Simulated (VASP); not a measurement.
# HgTe in VASP: a series of runs, part 2 of 2

VASP 6.6.1. The steps go on from the part before.

## (4) Single point, HSE06 (strain along [111] +0.5%)

Input file POSCAR:

```
HgTe
1.0
    0.0109638596      3.3001217484      3.3001217484
    3.3001217484      0.0109638596      3.3001217484
    3.3001217484      3.3001217484      0.0109638596
Hg Te
1 1
Direct
    0.0003321242      0.0003321242      0.0003321242
    0.2496678758      0.2496678758      0.2496678758
```

Input file INCAR.step1:

```
SYSTEM = HgTe
ALGO = Normal
EDIFF = 1E-5
ENCUT = 520
GGA = PE
ISIF = 2
ISMEAR = -1
LASPH = .True.
LCHARG = .False.
LREAL = .False.
LWAVE = .True.
NBANDS = 16
NELM = 60
PREC = Accurate
SIGMA = 0.02
```

Input file INCAR.step2:

```
SYSTEM = HgTe
ALGO = Normal
EDIFF = 1E-6
ENCUT = 520
GGA = PE
HFSCREEN = 0.2079
ISIF = 2
ISMEAR = -1
ISTART = 1
LASPH = .True.
LCHARG = .False.
LHFCALC = .True.
LREAL = .False.
LWAVE = .False.
NBANDS = 16
NELM = 60
PREC = Accurate
PRECFOCK = Normal
SIGMA = 0.02
```

Input file KPOINTS:

```
k-points
0
Gamma
  4 4 4
  0 0 0
```

Potentials or basis: VASP PAW PBE potentials, release 64 (Hg, Te).

On the command line:

```bash
> cat potpaw_PBE.64/Hg/POTCAR potpaw_PBE.64/Te/POTCAR > POTCAR
> cp INCAR.step1 INCAR
> mpirun -np 1 vasp_std > vasp.out
> cp INCAR.step2 INCAR
> mpirun -np 1 vasp_std > vasp.out
```

OUTCAR:

```text
SYSTEM = HgTe
   EDIFF = 1E-6
   ENCUT = 520
   GGA = PE
   HFSCREEN = 0.2079
   ISIF = 2
   ISMEAR = -1
   ISTART = 1
   LASPH = .True.
   LHFCALC = .True.
   LREAL = .False.
   NELM = 60
   PREC = Accurate
   PRECFOCK = Normal

 ion  position               nearest neighbor table
   1  0.000  0.000  0.000-   2 2.85   2 2.85   2 2.85   2 2.86
   2  0.250  0.250  0.250-   1 2.85   1 2.85   1 2.85   1 2.86

  LATTYP: Found a trigonal (rhomboedric) cell.
 ALAT       =     4.6670898122
 COS(alpha) =     0.5033194815

  Lattice vectors:

 A1 = (   0.0109638596,   3.3001217484,   3.3001217484)
 A2 = (   3.3001217484,   0.0109638596,   3.3001217484)
 A3 = (   3.3001217484,   3.3001217484,   0.0109638596)

Analysis of symmetry for initial positions (statically):
=====================================================================
 Subroutine PRICEL returns:
 Original cell was already a primitive cell.

 Routine SETGRP: Setting up the symmetry group for a
 trigonal (rhombohedral) supercell.

[... 158 lines left out ...]
  free energy    TOTEN  =        -4.66846639 eV

  energy without entropy =       -4.66738133  energy(sigma->0) =       -4.66792386

 E-fermi :   2.0818     XC(G=0):  -7.0813

 val. band max:        2.0770352681   @ k =   0.0000   0.0000   0.0000
 cond. band min:       3.4008944401   @ k =   0.5000  -0.0000  -0.0000
 fundamental gap:      1.3238591720
 Fermi energy:         2.0817940768

 k-point     1 :       0.0000    0.0000    0.0000
  band No.  band energies     occupation
      1     -10.5373      2.00000
      2      -6.0828      2.00000
      3      -6.0818      2.00000
      4      -6.0818      2.00000
      5      -5.6168      2.00000
      6      -5.6167      2.00000
[... 224 lines left out ...]
      3      -5.9715      2.00000
      4      -5.6005      2.00000
      5      -5.6005      2.00000
      6      -5.2994      2.00000
[... 8 lines left out ...]
     15      13.0363      0.00000
     16      13.0363      0.00000

------------------------ aborting loop because EDIFF is reached ----------------------------------------

  FORCE on cell =-STRESS in cart. coord.  units (eV):
  Direction    XX          YY          ZZ          XY          YZ          ZX
  --------------------------------------------------------------------------------------
  -------------------------------------------------------------------------------------
  Total       -0.0549356     -0.0549356     -0.0549356     -0.0211009     -0.0211009     -0.0211009
  in kB       -1.2305927     -1.2305927     -1.2305927     -0.4726734     -0.4726734     -0.4726734
  external PRESSURE =      -1.2305927 kB  Pullay stress =       0.0000000 kB

 VOLUME and BASIS-vectors are now :
 -----------------------------------------------------------------------------
  energy-cutoff  :      520.00
  volume of cell :       71.52
      direct lattice vectors                 reciprocal lattice vectors
     0.010963860  3.300121748  3.300121748    -0.152266691  0.151762497  0.151762497
     3.300121748  0.010963860  3.300121748     0.151762497 -0.152266691  0.151762497
     3.300121748  3.300121748  0.010963860     0.151762497  0.151762497 -0.152266691

 POSITION                                       TOTAL-FORCE (eV/Angst)
 -----------------------------------------------------------------------------------
      0.00220      0.00220      0.00220         0.002618      0.002618      0.002618
      1.65061      1.65061      1.65061        -0.002618     -0.002618     -0.002618
 -----------------------------------------------------------------------------------
    total drift:                                0.000075      0.000094      0.000082

  FREE ENERGIE OF THE ION-ELECTRON SYSTEM (eV)
  ---------------------------------------------------
  free  energy   TOTEN  =        -4.6684663927 eV

  energy  without entropy=       -4.6673813307  energy(sigma->0) =       -4.66792386
```

OSZICAR.step1:

```text
N       E                     dE             d eps       ncg     rms          rms(c)
DAV:   1     0.105192294835E+03    0.10519E+03   -0.81109E+03   416   0.973E+02
DAV:   2    -0.920391564446E-01   -0.10528E+03   -0.97962E+02   528   0.225E+02
DAV:   3    -0.374057048402E+01   -0.36485E+01   -0.36424E+01   472   0.434E+01
DAV:   4    -0.377620493304E+01   -0.35634E-01   -0.35632E-01   640   0.390E+00
DAV:   5    -0.377629267922E+01   -0.87746E-04   -0.87746E-04   512   0.182E-01    0.676E+00
DAV:   6    -0.356882121885E+01    0.20747E+00   -0.41196E-01   488   0.818E+00    0.539E+00
DAV:   7    -0.356176031589E+01    0.70609E-02   -0.97085E-02   488   0.206E+00    0.213E+00
DAV:   8    -0.356144023354E+01    0.32008E-03   -0.10036E-02   496   0.112E+00    0.464E-01
DAV:   9    -0.356150880193E+01   -0.68568E-04   -0.78860E-04   464   0.320E-01    0.104E-01
DAV:  10    -0.356154855208E+01   -0.39750E-04   -0.99922E-05   488   0.869E-02    0.444E-02
DAV:  11    -0.356156753962E+01   -0.18988E-04   -0.34347E-05   472   0.394E-02    0.260E-02
DAV:  12    -0.356156639731E+01    0.11423E-05   -0.36860E-06   336   0.130E-02
   1 F= -.35615664E+01 E0= -.35609866E+01  d E =-.115954E-02
```

It took 20 min on 1 thread of AMD EPYC 7R13 (Zen 3), shared host; peak memory 0.3 GiB.

What came out:

```yaml
Free_energy: -4.6685 eV
Pressure: -0.1 GPa
Largest_force: 0.005 eV/Å
Band_gap_on_the_k_mesh: zero (filled and empty bands touch)
```

Forces on the atoms (eV/Å):
```
Hg   0.003  0.003  0.003
Te  -0.003 -0.003 -0.003
```

Caveat: the k points lie up to 0.41 Å⁻¹ apart; the cell differs from its parent crystal (strain along [111] +0.5%); the PAW data sets were made with another functional, which shifts forces and pressure a little; spin-orbit coupling is left out, which moves the levels of the heavy elements.

## (5) Summary

| cell | gap on the mesh (eV) | pressure (GPa) |
| --- | --- | --- |
| a = 4.652 Å, angles 60.0°, 2 atoms, atomic positions A | none | 0.1 |
| a = 4.652, b = 4.594, c = 4.594 Å, angles 60.8, 59.6, 59.6°, 2 atoms, atomic positions A | 0.13 | 1.2 |
| a = 4.667 Å, angles 59.8°, 2 atoms, atomic positions B | none | -0.1 |

Alike in all rows: task single point; level HSE06; potentials or basis VASP PAW PBE potentials, release 64 (Hg, Te); no spin polarisation; k mesh 4 × 4 × 4; cutoff (eV) 520; smearing fermi-dirac 0.02 eV.

Caveats: some runs use coarse meshes; the PAW data sets were made with another functional, which shifts forces and pressure a little; spin-orbit coupling is left out, which moves the levels of the heavy elements.

Absolute energies hang on the potentials; compare differences alone.

The gap in the log of VASP goes by the Fermi energy; the results here count the filled bands.